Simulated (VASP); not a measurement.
# Ag (R-3m) in VASP: settings compared, part 2 of 2

VASP 6.6.1. The steps go on from the part before.

## 3. Single point, PBE (18.41 Å³/atom)

This run uses another cell than the first one, of 18.41 Å³/atom.

INCAR

```
SYSTEM = Ag
  PREC = Accurate
  ENCUT = 520
  EDIFF = 1E-6
  ISMEAR = 0
  SIGMA = 0.1
  LREAL = .False.
  LASPH = .True.
  NELM = 100
  ALGO = Fast
  ISIF = 2
  LWAVE = .False.
  LCHARG = .False.
  GGA = PE
  NBANDS = 24
```

KPOINTS

```
regular mesh
0
Gamma
  18 18 18
  0 0 0
```

POSCAR

```
Ag
1.0
    1.4823180435      0.8558167214      7.2544468796
   -1.4823180435      0.8558167214      7.2544468796
    0.0000000000     -1.7116334429      7.2544468796
Ag
3
Direct
    0.0000000000      0.0000000000      0.0000000000
    0.7777073670      0.7777073670      0.7777073670
    0.2222926330      0.2222926330      0.2222926330
```

Potentials or basis: VASP PAW PBE potentials, release 64 (Ag).

On the command line:

```sh
$ cat potpaw_PBE.64/Ag/POTCAR > POTCAR
$ mpirun -np 1 vasp_std > vasp.out
```

OUTCAR:

```text
SYSTEM = Ag
   PREC = Accurate
   ENCUT = 520
   EDIFF = 1E-6
   ISMEAR = 0
   LREAL = .False.
   LASPH = .True.
   NELM = 100
   ISIF = 2
   GGA = PE

 ion  position               nearest neighbor table
   1  0.000  0.000  0.000-   2 2.96   2 2.96   3 2.96   3 2.96   2 2.96   3 2.96
   2  0.778  0.778  0.778-   1 2.96   1 2.96   1 2.96   3 2.97   3 2.97   3 2.97
   3  0.222  0.222  0.222-   1 2.96   1 2.96   1 2.96   2 2.97   2 2.97   2 2.97

  LATTYP: Found a trigonal (rhomboedric) cell.
 ALAT       =     7.4536359296
 COS(alpha) =     0.9209000090

  Lattice vectors:

 A1 = (   1.4823180435,   0.8558167214,   7.2544468796)
 A2 = (  -1.4823180435,   0.8558167214,   7.2544468796)
 A3 = (   0.0000000000,  -1.7116334429,   7.2544468796)

Analysis of symmetry for initial positions (statically):
=====================================================================
 Subroutine PRICEL returns:
 Original cell was already a primitive cell.

 Routine SETGRP: Setting up the symmetry group for a
 trigonal (rhombohedral) supercell.

 Subroutine GETGRP returns: Found 12 space group operations
 (whereof 12 operations were pure point group operations)
 out of a pool of 12 trial point group operations.

The static configuration has the point symmetry D_3d.

Analysis of symmetry for dynamics (positions and initial velocities):
=====================================================================
 Subroutine PRICEL returns:
 Original cell was already a primitive cell.

 Routine SETGRP: Setting up the symmetry group for a
 trigonal (rhombohedral) supercell.

 Subroutine GETGRP returns: Found 12 space group operations
 (whereof 12 operations were pure point group operations)
 out of a pool of 12 trial point group operations.

The dynamic configuration has the point symmetry D_3d.

 Subroutine INISYM returns: Found 12 space group operations
 (whereof 12 operations are pure point group operations),
 and found     1 'primitive' translations

----------------------------------------------------------------------------------------

                                     Primitive cell

  volume of cell :      55.2176

  direct lattice vectors                    reciprocal lattice vectors
     1.482318044  0.855816721  7.254446880     0.337309528  0.194745747  0.045948828
    -1.482318044  0.855816721  7.254446880    -0.337309528  0.194745747  0.045948828
     0.000000000 -1.711633443  7.254446880     0.000000000 -0.389491494  0.045948828

  length of vectors
     7.453635930  7.453635930  7.453635930     0.392192451  0.392192451  0.392192451

  position of ions in fractional coordinates (direct lattice)
     0.000000000  0.000000000  0.000000000
     0.777707367  0.777707367  0.777707367
     0.222292633  0.222292633  0.222292633

  ion indices of the primitive-cell ions
   primitive index   ion index
                 1           1
                 2           2
                 3           3

----------------------------------------------------------------------------------------

 KPOINTS: regular mesh

Automatic generation of k-mesh.
 Grid dimensions read from file:
 generate k-points for:   18   18   18

 Generating k-lattice:

  Cartesian coordinates                     Fractional coordinates (reciprocal lattice)
     0.018739418  0.010819208  0.002552713     0.055555556  0.000000000  0.000000000
    -0.018739418  0.010819208  0.002552713     0.000000000  0.055555556  0.000000000
     0.000000000 -0.021638416  0.002552713     0.000000000  0.000000000  0.055555556

  Length of vectors
     0.021788470  0.021788470  0.021788470

  Shift w.r.t. Gamma in fractional coordinates (k-lattice)
     0.000000000  0.000000000  0.000000000

 Subroutine IBZKPT returns following result:
 ===========================================

 Found    580 irreducible k-points:

 Following reciprocal coordinates:
            Coordinates               Weight
  0.000000  0.000000  0.000000      1.000000
  0.055556  0.000000  0.000000      6.000000
  0.111111  0.000000  0.000000      6.000000
  0.166667  0.000000 -0.000000      6.000000
  0.222222 -0.000000  0.000000      6.000000
  0.277778 -0.000000  0.000000      6.000000
[... 16 lines left out ...]
 -0.277778  0.055556 -0.000000     12.000000
 -0.222222  0.055556  0.000000     12.000000
 [... further k-points ...]
   k-points           NKPTS =    580   k-points in BZ     NKDIM =    580   number of bands    NBANDS=     24
   number of dos      NEDOS =    301   number of ions     NIONS =      3
   total plane-waves  NPLWV = 175616
   dimension x,y,z NGX =    56 NGY =   56 NGZ =   56
   dimension x,y,z NGXF=   112 NGYF=  112 NGZF=  112
   ions per type =               3
   NGX,Y,Z   is equivalent  to a cutoff of  12.49, 12.49, 12.49 a.u.
   NGXF,Y,Z  is equivalent  to a cutoff of  24.98, 24.98, 24.98 a.u.
 SYSTEM =  Ag
   PREC   = accura    normal or accurate (medium, high low for compatibility)
   ISTART =      0    job   : 0-new  1-cont  2-samecut
   ICHARG =      2    charge: 1-file 2-atom 10-const
   ISPIN  =      1    spin polarized calculation?
   LNONCOLLINEAR =      F non collinear calculations
   LSORBIT =      F    spin-orbit coupling
   LASPH  =      T    aspherical Exc in radial PAW
   ENCUT  =  520.0 eV  38.22 Ry    6.18 a.u.  13.86 13.86 13.86*2*pi/ulx,y,z
   NELM   =    100;   NELMIN=  2; NELMDL= -5     # of ELM steps
   EDIFF  = 0.1E-05   stopping-criterion for ELM
   LREAL  =      F    real-space projection
   EDIFFG = 0.1E-04   stopping-criterion for IOM
   NSW    =      0    number of steps for IOM
   IBRION =     -1    ionic relax: 0-MD 1-quasi-New 2-CG
   NFREE  =      0    steps in history (QN), initial steepest desc. (CG)
   ISIF   =      2    stress and relaxation
   ISYM   =      2    0-nonsym 1-usesym 2-fastsym
   POTIM  = 0.5000    time-step for ionic-motion
   TEBEG  =    0.0;   TEEND  =   0.0 temperature during run
   PSTRESS=    0.0 pullay stress
   NELECT =      33.0000    total number of electrons
   NUPDOWN=      -1.0000    fix difference up-down
   EMIN   =  10.00;   EMAX   =-10.00  energy-range for DOS
   EFERMI =   0.00;   METHOD = LEGACY
   ISMEAR =     0;   SIGMA  =   0.10  broadening in eV -4-tet -1-fermi 0-gaus
   EFERMI_NEDOS =   21; number of points for ismear=-14 and -15
   IALGO  =     68    algorithm
   IMIX   =      4    mixing-type and parameters
     AMIX     =   0.40;   BMIX     =  1.00
     AMIX_MAG =   1.60;   BMIX_MAG =  1.00
  volume/ion in A,a.u.               =      18.41       124.21
  Fermi-wavevector in a.u.,A,eV,Ry     =   1.378966  2.605868 25.872122  1.901547
  Thomas-Fermi vector in A             =   2.503979
   LORBIT       =      0    0 simple, 1 ext, 2 COOP (PROOUT), +10 PAW based schemes
   GGA     = PE    functional components
   LHFCALC =     F    Hartree Fock is set to
   AEXX    =    0.0000 exact exchange contribution
   IVDW    =     0    specifies the selected vdW correction
   LEPSILON=     F    determine dielectric tensor
   LRPA    =     F    only Hartree local field effects (RPA)
 non-spin polarized calculation
 RMM-DIIS sequential band-by-band and
 Gauss-broadening in eV      SIGMA  =   0.10
  energy-cutoff  :      520.00
  volume of cell :       55.22
 maximum number of plane-waves:      1532
   NGX = 27   NGY = 27   NGZ = 27

 number of electron      33.0000001 magnetization

 Free energy of the ion-electron system (eV)
  ---------------------------------------------------
  ext. energy  EPLUGINS =         0.00000000
  ---------------------------------------------------
  free energy    TOTEN  =        -8.13615181 eV

  energy without entropy =       -8.13197816  energy(sigma->0) =       -8.13406498

 E-fermi :   7.4255     XC(G=0): -11.7580

 val. band max:        7.4157931978   @ k =  -0.2778   0.2778   0.2222
 cond. band min:       7.4257962464   @ k =   0.4444   0.2222  -0.0000
 fundamental gap:      0.0100030486
 Fermi energy:         7.4254989631

 k-point     1 :       0.0000    0.0000    0.0000
  band No.  band energies     occupation
      1       0.1888      2.00000
      2       1.5821      2.00000
      3       1.5884      2.00000
      4       2.8567      2.00000
      5       2.8567      2.00000
      6       2.8690      2.00000
[... 16 lines left out ...]
     23      24.2037      0.00000
     24      25.1059      0.00000
[... 598 lines left out ...]
      2       2.0699      2.00000
      3       2.1407      2.00000
      4       2.3266      2.00000
      5       2.4659      2.00000
      6       2.7572      2.00000
[... 16 lines left out ...]
     23      20.0621      0.00000
     24      20.8271      0.00000

 [... further k-points ...]

------------------------ aborting loop because EDIFF is reached ----------------------------------------

  FORCE on cell =-STRESS in cart. coord.  units (eV):
  Direction    XX          YY          ZZ          XY          YZ          ZX
  --------------------------------------------------------------------------------------
  -------------------------------------------------------------------------------------
  Total       -0.8606641     -0.8606641     -0.8561921      0.0000000      0.0000000      0.0000000
  in kB      -24.9727608    -24.9727608    -24.8430036      0.0000000      0.0000000      0.0000000
  external PRESSURE =     -24.9295084 kB  Pullay stress =       0.0000000 kB

 VOLUME and BASIS-vectors are now :
 -----------------------------------------------------------------------------
  energy-cutoff  :      520.00
  volume of cell :       55.22
      direct lattice vectors                 reciprocal lattice vectors
     1.482318044  0.855816721  7.254446880     0.337309528  0.194745747  0.045948828
    -1.482318044  0.855816721  7.254446880    -0.337309528  0.194745747  0.045948828
     0.000000000 -1.711633443  7.254446880     0.000000000 -0.389491494  0.045948828

 POSITION                                       TOTAL-FORCE (eV/Angst)
 -----------------------------------------------------------------------------------
      0.00000      0.00000      0.00000         0.000000      0.000000      0.000000
      0.00000     -0.00000     16.92551         0.000000      0.000000     -0.000217
      0.00000     -0.00000      4.83783         0.000000     -0.000000      0.000217
 -----------------------------------------------------------------------------------
    total drift:                                0.000000      0.000000      0.000000

  FREE ENERGIE OF THE ION-ELECTRON SYSTEM (eV)
  ---------------------------------------------------
  free  energy   TOTEN  =        -8.1361518076 eV

  energy  without entropy=       -8.1319781578  energy(sigma->0) =       -8.13406498
```

OSZICAR:

```text
N       E                     dE             d eps       ncg     rms          rms(c)
DAV:   1     0.206006072371E+03    0.20601E+03   -0.16425E+04 27992   0.132E+03
DAV:   2    -0.539795956545E+01   -0.21140E+03   -0.19671E+03 29304   0.303E+02
DAV:   3    -0.880917523911E+01   -0.34112E+01   -0.33995E+01 33080   0.447E+01
DAV:   4    -0.882215523434E+01   -0.12980E-01   -0.12979E-01 30896   0.267E+00
DAV:   5    -0.882229288980E+01   -0.13766E-03   -0.13765E-03 34112   0.301E-01    0.742E+00
RMM:   6    -0.815678909776E+01    0.66550E+00   -0.18861E+00 27847   0.100E+01    0.492E+00
RMM:   7    -0.814259941642E+01    0.14190E-01   -0.42293E-02 28632   0.157E+00    0.296E+00
RMM:   8    -0.813623056943E+01    0.63688E-02   -0.27833E-03 28917   0.419E-01    0.287E-01
RMM:   9    -0.813613014498E+01    0.10042E-03   -0.50589E-04 30216   0.158E-01    0.323E-02
RMM:  10    -0.813614949525E+01   -0.19350E-04   -0.66231E-05 30596   0.542E-02    0.611E-02
RMM:  11    -0.813615207267E+01   -0.25774E-05   -0.16678E-05 30323   0.295E-02    0.110E-02
RMM:  12    -0.813615180756E+01    0.26512E-06   -0.25037E-06 22898   0.101E-02
   1 F= -.81361518E+01 E0= -.81340650E+01  d E =-.417365E-02
```

Run time: 27 min. Hardware: 1 thread of Intel Xeon 6975P-C (Granite Rapids), shared host; peak memory 0.87 GiB.

Results:

- Free energy: -8.1362 eV
- Pressure: -2.5 GPa
- Band gap on the k mesh: zero (an odd number of electrons rules out a gap without spin polarisation)

## 4. Single point, PBE+U

This run uses another cell than the first one, of 19.66 Å³/atom.

INCAR

```
PREC     = Accurate       # precision mode
ENCUT    = 520            # plane-wave cutoff, eV
EDIFF    = 1E-6           # SCF threshold, eV
ISMEAR   = 0              # smearing method
SIGMA    = 0.1            # smearing width, eV
LREAL    = F              # projectors in reciprocal space
LASPH    = T              # aspherical terms in the spheres
NELM     = 150            # most SCF steps
ALGO     = Normal         # electronic algorithm
ISIF     = 2              # what is computed and relaxed
LWAVE    = F              # write WAVECAR
LCHARG   = T              # write CHGCAR
LMAXMIX  = 4              # l up to which the mixer works
LDAU     = T              # DFT+U
LDAUTYPE = 2            
LDAUL    = 2              # shell
LDAUU    = 5              # U, eV
LDAUJ    = 0            
LDAUPRINT= 1            
GGA      = PE             # functional
LVHAR    = T            
NBANDS   = 24             # bands
KPAR     = 4
```

KPOINTS

```
Automatic mesh
0
Gamma
  18 18 18
```

POSCAR

```
Ag
1.0
    1.5151648334      0.8747808244      7.4151986789
   -1.5151648334      0.8747808244      7.4151986789
    0.0000000000     -1.7495616489      7.4151986789
Ag
3
Direct
    0.0000000000      0.0000000000      0.0000000000
    0.7777073670      0.7777073670      0.7777073670
    0.2222926330      0.2222926330      0.2222926330
```

On the command line:

```sh
$ cat potpaw_PBE.64/Ag/POTCAR > POTCAR
$ mpirun -np 4 vasp_std > vasp.out
```

Wall time 23 min (4 MPI ranks of Oxide Virtual Turin-like, shared host); peak memory 0.93 GiB.

It converged, with:

```
Free energy            : -3.2393 eV
Pressure               : -5.6 GPa
Largest force          : 0.003 eV/Å
Band gap on the k mesh : zero (an odd number of electrons rules out a gap without spin polarisation)
```

Forces in eV/Å, atoms in the order of the input:
```
Ag   0.000  0.000  0.000
Ag   0.000  0.000  0.003
Ag   0.000  0.000 -0.003
```

Stress tensor (GPa, compression positive):
```
-5.64  0.00  0.00
 0.00 -5.64  0.00
 0.00  0.00 -5.50
```

Levels at points of the mesh, in eV from the Fermi level:
| k point | band 14 | band 15 | band 16 | band 17 | band 18 | band 19 | band 20 | band 21 |
| --- | --- | --- | --- | --- | --- | --- | --- | --- |
| (0.00, 0.00, 0.00) | -4.78 | -4.69 | -4.69 | -2.90 | -2.90 | 7.06 | 7.08 | 15.36 |
| (0.50, 0.00, 0.00) | -4.42 | -4.42 | 0.20 | 1.03 | 1.50 | 4.09 | 4.56 | 5.53 |
| (0.50, 0.50, 0.00) | -4.42 | -4.39 | 0.59 | 0.73 | 1.30 | 3.25 | 5.48 | 7.23 |
| (0.50, 0.50, 0.50) | -5.04 | -5.04 | -4.57 | -4.57 | 0.25 | 2.71 | 13.07 | 13.07 |

Eigenvalues of the final occupation matrices:
```
    site  spin  trace               eigenvalues
site 1 d     1   4.72  0.94 0.94 0.94 0.95 0.95
site 1 d     2   4.72  0.94 0.94 0.94 0.95 0.95
site 2 d     1   4.72  0.94 0.94 0.94 0.95 0.95
site 2 d     2   4.72  0.94 0.94 0.94 0.95 0.95
site 3 d     1   4.72  0.94 0.94 0.94 0.95 0.95
site 3 d     2   4.72  0.94 0.94 0.94 0.95 0.95
```

Caveat: the cell stands under tension; U without spin polarisation on a metal has little footing; the U is typed as a test and isn't derived for this compound.

## 5. Overview

```csv
level,U,cell,gap on the mesh (eV),pressure (GPa)
PBE,-,"a = 7.306 Å, angles 22.9°, 3 atoms",none,2.9
PBE,-,"a = 7.454 Å, angles 22.9°, 3 atoms",none,-2.5
PBE+U,Ag d U = 5.0 eV,"a = 7.619 Å, angles 22.9°, 3 atoms",none,-5.6
```

Alike in all rows: task single point; potentials or basis VASP PAW PBE potentials, release 64 (Ag); no spin polarisation; k mesh 18 × 18 × 18; cutoff (eV) 520; smearing gaussian 0.1 eV.

Caveats: the cell stands under tension (at least some runs); U without spin polarisation on a metal has little footing (at least some runs); the U is typed as a test and isn't derived for this compound (at least some runs).

Absolute energies hang on the potentials; compare differences alone.
